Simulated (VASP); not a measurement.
# BaTiO3 (P4mm) in VASP: further runs

The runs below take BaTiO3 through single point, with PBE+U.

Program: VASP 6.6.1. These are calculated values, not measurements. Logs are shortened: lines on timing, memory, paths and dates and some standing lists are left out, and cuts for length are marked.

### 1 The cell of the first run

It takes space group P4mm (No. 99, tetragonal). Conventional cell: a = 3.962 Å, b = 3.962 Å, c = 3.962 Å, α = 90.00°, β = 90.00°, γ = 90.00°. Within 3.7 Å of Ba (site symmetry 4mm) lie 12 O at 2.79 to 2.81 Å and 8 Ti at 3.42 to 3.44 Å. Within 2.6 Å of Ti (site symmetry 4mm) lie 6 O at 1.94 to 2.02 Å. Within 2.6 Å of O (site symmetry 4mm) lie 2 Ti at 1.94 to 2.02 Å. O (site symmetry 2mm) has 2 Ti at 1.98 Å within 2.6 Å.

### 2 Single point, PBE+U (atoms displaced along a vibrational mode, the cell strained)

The input, INCAR:

```
ALGO = Normal
EDIFF = 1E-6
ENCUT = 520
GGA = PE
ISIF = 2
ISMEAR = 0
LASPH = True
LCHARG = False
LDAU = True
LDAUJ = 0 0 0
LDAUL = -1 2 -1
LDAUPRINT = 1
LDAUTYPE = 2
LDAUU = 0 4 0
LMAXMIX = 4
LREAL = False
LWAVE = False
NBANDS = 28
NELM = 150
PREC = Accurate
SIGMA = 0.05
```

The input, KPOINTS:

```
k-points
0
Gamma
  8 8 8
```

The input, POSCAR:

```
BaTiO3
1.0
    3.9615697246      0.0000000000      0.0000000000
    0.0000000000      3.9615697246      0.0000000000
    0.0000000000      0.0000000000      3.9615697246
Ba Ti O
1 1 3
Direct
    0.5001142594      0.5000000000      0.5000000000
    0.0042288083      0.0000000000      0.0000000000
    0.4931245915      0.0000000000      0.0000000000
   -0.0033786990      0.5000000000      0.0000000000
   -0.0033786990      0.0000000000      0.5000000000
```

Potentials or basis: VASP PAW PBE potentials, release 64 (Ba_sv, Ti_sv, O).

Launch:

```console
$ cat potpaw_PBE.64/Ba_sv/POTCAR potpaw_PBE.64/Ti_sv/POTCAR potpaw_PBE.64/O/POTCAR > POTCAR
$ mpirun -np 1 vasp_std > vasp.out
```

OUTCAR:

```text
EDIFF = 1E-6
   ENCUT = 520
   GGA = PE
   ISIF = 2
   ISMEAR = 0
   LASPH = True
   LREAL = False
   NELM = 150
   PREC = Accurate

 ion  position               nearest neighbor table
   1  0.500  0.500  0.500-   4 2.79   5 2.79   4 2.79   5 2.79   3 2.80   3 2.80   3 2.80   3 2.80
                             4 2.81   5 2.81   4 2.81   5 2.81   2 3.42   2 3.42   2 3.42   2 3.42
   2  0.004  0.000  0.000-   3 1.94   4 1.98   5 1.98   5 1.98   4 1.98   3 2.02   1 3.42   1 3.42
                             1 3.42   1 3.42   1 3.44   1 3.44   1 3.44   1 3.44
   3  0.493  0.000  0.000-   2 1.94   2 2.02   1 2.80   1 2.80   1 2.80   1 2.80
   4  0.997  0.500  0.000-   2 1.98   2 1.98   1 2.79   1 2.79   1 2.81   1 2.81
   5  0.997  0.000  0.500-   2 1.98   2 1.98   1 2.79   1 2.79   1 2.81   1 2.81

  LATTYP: Found a simple cubic cell.
 ALAT       =     3.9615697246

  Lattice vectors:

 A1 = (   3.9615697246,   0.0000000000,   0.0000000000)
 A2 = (   0.0000000000,   3.9615697246,   0.0000000000)
 A3 = (   0.0000000000,   0.0000000000,   3.9615697246)

Analysis of symmetry for initial positions (statically):
=====================================================================
 Subroutine PRICEL returns:
 Original cell was already a primitive cell.

 Routine SETGRP: Setting up the symmetry group for a
 simple cubic supercell.

 Subroutine GETGRP returns: Found  8 space group operations
 (whereof  8 operations were pure point group operations)
 out of a pool of 48 trial point group operations.

The static configuration has the point symmetry C_4v.

Analysis of symmetry for dynamics (positions and initial velocities):
=====================================================================
 Subroutine PRICEL returns:
 Original cell was already a primitive cell.

 Routine SETGRP: Setting up the symmetry group for a
 simple cubic supercell.

 Subroutine GETGRP returns: Found  8 space group operations
 (whereof  8 operations were pure point group operations)
 out of a pool of 48 trial point group operations.

[... 159 lines left out ...]
  0.0000  0.0000 -0.0007  0.0000  0.2450

spin component  2

  0.1060  0.0000  0.0000  0.0000  0.0000
  0.0000  0.1050 -0.0000 -0.0000  0.0000
  0.0000 -0.0000  0.2441  0.0000 -0.0007
  0.0000 -0.0000  0.0000  0.1060  0.0000
  0.0000  0.0000 -0.0007  0.0000  0.2450

 occupancies and eigenvectors

  o =  0.1050  v =  0.0000 -1.0000 -0.0000  0.0000  0.0000  0.0000  0.0000  0.0000  0.0000  0.0000      0.0000  0.0000  0.0000  0.0000  0.0000  0.0000  0.0000  0.0000  0.0000  0.0000
  o =  0.1050  v =  0.0000  0.0000  0.0000  0.0000  0.0000  0.0000 -1.0000 -0.0000  0.0000  0.0000      0.0000  0.0000  0.0000  0.0000  0.0000  0.0000  0.0000  0.0000  0.0000  0.0000
  o =  0.1060  v =  0.0000  0.0000  0.0000  0.0000  0.0000  0.0000 -0.0000 -0.0000 -1.0000 -0.0000      0.0000  0.0000  0.0000  0.0000  0.0000  0.0000  0.0000  0.0000  0.0000  0.0000
  o =  0.1060  v =  0.0000 -0.0000 -0.0000 -1.0000 -0.0000  0.0000  0.0000  0.0000  0.0000  0.0000      0.0000  0.0000  0.0000  0.0000  0.0000  0.0000  0.0000  0.0000  0.0000  0.0000
  o =  0.1060  v =  0.0000  0.0000  0.0000  0.0000  0.0000  1.0000  0.0000  0.0000  0.0000  0.0000      0.0000  0.0000  0.0000  0.0000  0.0000  0.0000  0.0000  0.0000  0.0000  0.0000
  o =  0.1060  v =  1.0000  0.0000  0.0000  0.0000  0.0000  0.0000  0.0000  0.0000  0.0000  0.0000      0.0000  0.0000  0.0000  0.0000  0.0000  0.0000  0.0000  0.0000  0.0000  0.0000
  o =  0.2437  v =  0.0000 -0.0000  0.8660 -0.0000  0.5000  0.0000  0.0000  0.0000  0.0000  0.0000      0.0000  0.0000  0.0000  0.0000  0.0000  0.0000  0.0000  0.0000  0.0000  0.0000
  o =  0.2437  v =  0.0000  0.0000  0.0000  0.0000  0.0000  0.0000 -0.0000  0.8660 -0.0000  0.5000      0.0000  0.0000  0.0000  0.0000  0.0000  0.0000  0.0000  0.0000  0.0000  0.0000
  o =  0.2454  v =  0.0000  0.0000  0.0000  0.0000  0.0000  0.0000  0.0000 -0.5000  0.0000  0.8660      0.0000  0.0000  0.0000  0.0000  0.0000  0.0000  0.0000  0.0000  0.0000  0.0000
  o =  0.2454  v =  0.0000  0.0000 -0.5000  0.0000  0.8660  0.0000  0.0000  0.0000  0.0000  0.0000      0.0000  0.0000  0.0000  0.0000  0.0000  0.0000  0.0000  0.0000  0.0000  0.0000

 number of electron      39.9999986 magnetization

 Free energy of the ion-electron system (eV)
  ---------------------------------------------------
  ext. energy  EPLUGINS =         0.00000000
  ---------------------------------------------------
  free energy    TOTEN  =       -37.16230464 eV

  energy without entropy =      -37.16230464  energy(sigma->0) =      -37.16230464

 E-fermi :   4.5882     XC(G=0): -11.4297

 val. band max:        4.2186800185   @ k =   0.5000   0.5000   0.5000
 cond. band min:       6.5109198033   @ k =   0.0000   0.0000   0.0000
 fundamental gap:      2.2922397848
 Fermi energy:         4.5882089595

 k-point     1 :       0.0000    0.0000    0.0000
  band No.  band energies     occupation
      1     -53.3542      2.00000
      2     -29.5378      2.00000
      3     -29.5330      2.00000
      4     -29.5330      2.00000
      5     -20.5393      2.00000
      6     -12.8098      2.00000
[... 733 lines left out ...]
     27      12.6106      0.00000
     28      13.0409      0.00000

 [... further k-points ...]

------------------------ aborting loop because EDIFF is reached ----------------------------------------

  FORCE on cell =-STRESS in cart. coord.  units (eV):
  Direction    XX          YY          ZZ          XY          YZ          ZX
  --------------------------------------------------------------------------------------
  -------------------------------------------------------------------------------------
  Total        5.3218969      5.1819754      5.1819754      0.0000000      0.0000000      0.0000000
  in kB      137.1434676    133.5377388    133.5377388      0.0000000      0.0000000      0.0000000
  external PRESSURE =     134.7396484 kB  Pullay stress =       0.0000000 kB

 VOLUME and BASIS-vectors are now :
 -----------------------------------------------------------------------------
  energy-cutoff  :      520.00
  volume of cell :       62.17
      direct lattice vectors                 reciprocal lattice vectors
     3.961569725  0.000000000  0.000000000     0.252425192  0.000000000  0.000000000
     0.000000000  3.961569725  0.000000000     0.000000000  0.252425192  0.000000000
     0.000000000  0.000000000  3.961569725     0.000000000  0.000000000  0.252425192

 POSITION                                       TOTAL-FORCE (eV/Angst)
 -----------------------------------------------------------------------------------
      1.98124      1.98078      1.98078        -0.005372      0.000000     -0.000000
      0.01675      0.00000      0.00000        -0.191476      0.000000     -0.000000
      1.95355      0.00000      0.00000         0.253162      0.000000     -0.000000
      3.94818      1.98078      0.00000        -0.028157     -0.000000      0.000000
      3.94818      0.00000      1.98078        -0.028157      0.000000      0.000000
 -----------------------------------------------------------------------------------
    total drift:                               -0.000227      0.000000     -0.000000

  FREE ENERGIE OF THE ION-ELECTRON SYSTEM (eV)
  ---------------------------------------------------
  free  energy   TOTEN  =       -37.1623046368 eV

  energy  without entropy=      -37.1623046368  energy(sigma->0) =      -37.16230464
```

OSZICAR:

```text
N       E                     dE             d eps       ncg     rms          rms(c)
DAV:   1     0.434276587283E+03    0.43428E+03   -0.20347E+04  4200   0.153E+03
DAV:   2    -0.684201160448E+01   -0.44112E+03   -0.41983E+03  4808   0.421E+02
DAV:   3    -0.470725444050E+02   -0.40231E+02   -0.39878E+02  4952   0.134E+02
DAV:   4    -0.489934101939E+02   -0.19209E+01   -0.19169E+01  6632   0.257E+01
DAV:   5    -0.490272078994E+02   -0.33798E-01   -0.33785E-01  5404   0.324E+00    0.240E+01
DAV:   6    -0.370023012787E+02    0.12025E+02   -0.55434E+01  6036   0.687E+01    0.909E+00
DAV:   7    -0.371839562830E+02   -0.18166E+00   -0.62023E+00  5348   0.149E+01    0.575E+00
DAV:   8    -0.371984633982E+02   -0.14507E-01   -0.12955E+00  5140   0.965E+00    0.203E+00
DAV:   9    -0.371642334159E+02    0.34230E-01   -0.17361E-01  5024   0.414E+00    0.958E-01
DAV:  10    -0.371721807208E+02   -0.79473E-02   -0.10843E-01  4792   0.209E+00    0.859E-01
DAV:  11    -0.371624102999E+02    0.97704E-02   -0.41464E-02  5612   0.181E+00    0.154E-01
DAV:  12    -0.371623898080E+02    0.20492E-04   -0.32538E-03  5136   0.601E-01    0.102E-01
DAV:  13    -0.371623052408E+02    0.84567E-04   -0.50394E-04  5228   0.225E-01    0.210E-02
DAV:  14    -0.371623055288E+02   -0.28802E-06   -0.79874E-05  5088   0.942E-02    0.179E-02
DAV:  15    -0.371623046368E+02    0.89202E-06   -0.54031E-06  5288   0.187E-02
   1 F= -.37162305E+02 E0= -.37162305E+02  d E =-.116049E-27
```

Wall time 2.6 min (1 thread of Intel Xeon 8259CL, shared host); peak memory 0.27 GiB.

What came out:

```
Free energy            : -37.1623 eV
Pressure               : 13.5 GPa
Largest force          : 0.253 eV/Å
Band gap on the k mesh : 2.29 eV (least direct gap 2.47 eV)
```

Forces in eV/Å, atoms in the order of the input:
```
Ba  -0.005  0.000  0.000
Ti  -0.191  0.000  0.000
O    0.253  0.000  0.000
O   -0.028  0.000  0.000
O   -0.028  0.000  0.000
```

Stress tensor (GPa, compression positive):
```
13.71  0.00  0.00
 0.00 13.35  0.00
 0.00  0.00 13.35
```

Levels at points of the mesh, in eV from the valence-band top:
```
           k point  band 17  band 18  band 19  band 20  band 21  band 22  band 23  band 24
(0.00, 0.00, 0.00)    -1.16    -0.18    -0.18    -0.18     2.29     2.31     2.31     4.15
(0.50, 0.00, 0.00)    -1.80    -1.80    -0.79    -0.79     2.50     4.10     4.10     4.16
(0.00, 0.50, 0.00)    -1.77    -1.76    -0.81    -0.80     2.51     4.09     4.09     4.17
(0.50, 0.50, 0.00)    -1.87    -0.87    -0.87    -0.11     4.11     4.12     4.55     5.00
(0.00, 0.50, 0.50)    -1.87    -0.89    -0.89    -0.10     4.11     4.11     4.55     4.99
(0.50, 0.50, 0.50)    -2.29    -0.01    -0.01     0.00     4.81     4.81     4.81     6.77
```

Eigenvalues of the final occupation matrices:
```tsv
site	spin	trace	eigenvalues
site 2 d	1	0.81	0.10 0.11 0.11 0.24 0.25
site 2 d	2	0.81	0.10 0.11 0.11 0.24 0.25
```

Caveat: the cell differs from its parent crystal (atoms displaced along a vibrational mode, the cell strained); the cell stands under pressure; spin-orbit coupling is left out, which moves the levels of the heavy elements. A k mesh can miss the band edges.

[end of part 1 of 2]
